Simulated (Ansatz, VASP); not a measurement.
## GaP in VASP and in Ansatz

```
Ga P
1.0
     0.00000    2.90397    2.68018
     2.68018    0.00000    2.68018
     2.68018    2.90397    0.00000
Ga P
1 1
Direct
  0.00000 0.00000 0.00000
  0.75000 0.75000 0.75000
```

Alike in both runs: task single point; functional PBE; k mesh 10 × 10 × 10; occupations gaussian, width 0.05 eV; no spin polarisation.

```csv
,VASP,Ansatz
version,VASP 6.6.1,Ansatz 0.2.0
potentials or method,"VASP PAW PBE potentials, release 64 (Ga_d, P), cutoff 520 eV","scalar-relativistic, plane waves, PAW"
valence electrons in the cell,18,18
```

|  | VASP | Ansatz | Ansatz less VASP |
| --- | --- | --- | --- |
| gap on the k mesh at the Fermi level (eV) | 1.27 | 1.27 | +0.001 |
| least direct gap on the mesh (eV) | 1.35 | 1.36 | +0.004 |
| pressure (GPa) | -0.1 | -0.1 | +0.03 |
| traceless stress, the component that is largest in VASP (GPa) | -4.44 | -4.44 | +0.005 |

With one functional, cell and mesh, what is left measures potentials, basis and numerics.
